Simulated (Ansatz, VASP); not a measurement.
Two plane-wave programs on CsPbCl3

```
Cs Pb Cl
1.0
     5.74512    0.00000    0.00000
     0.00000    5.74512    0.00000
     0.00000    0.00000    5.60500
Cs Pb Cl
1 1 3
Direct
  0.00000 0.00000 0.00000
  0.50000 0.50000 0.50000
  0.00000 0.50000 0.50000
  0.50000 0.00000 0.50000
  0.50000 0.50000 0.00000
```

Change from the starting cell: strain +0.025 along x and y, +0.000 along z, atoms carried along.

Alike in both runs: task single point; functional PBEsol; k mesh 6 × 6 × 6; occupations gaussian, width 0.05 eV; no spin polarisation.

```csv
,VASP,Ansatz
version,VASP 6.6.1,Ansatz 0.2.0
potentials or method,"VASP PAW PBE potentials, release 64 (Cs_sv, Pb_d, Cl), cutoff 520 eV","scalar-relativistic, plane waves, PAW"
valence electrons in the cell,44,44
```

```tsv
	VASP	Ansatz	Ansatz less VASP
gap on the k mesh at the Fermi level (eV)	1.95	1.94	-0.005
least direct gap on the mesh (eV)	1.95	1.94	-0.005
pressure (GPa)	-1.0	-0.9	+0.03
traceless stress, the component that is largest in VASP (GPa)	0.73	0.72	-0.002
```

VASP's potentials were made for PBE, not for PBEsol.

Spin-orbit coupling is off throughout.
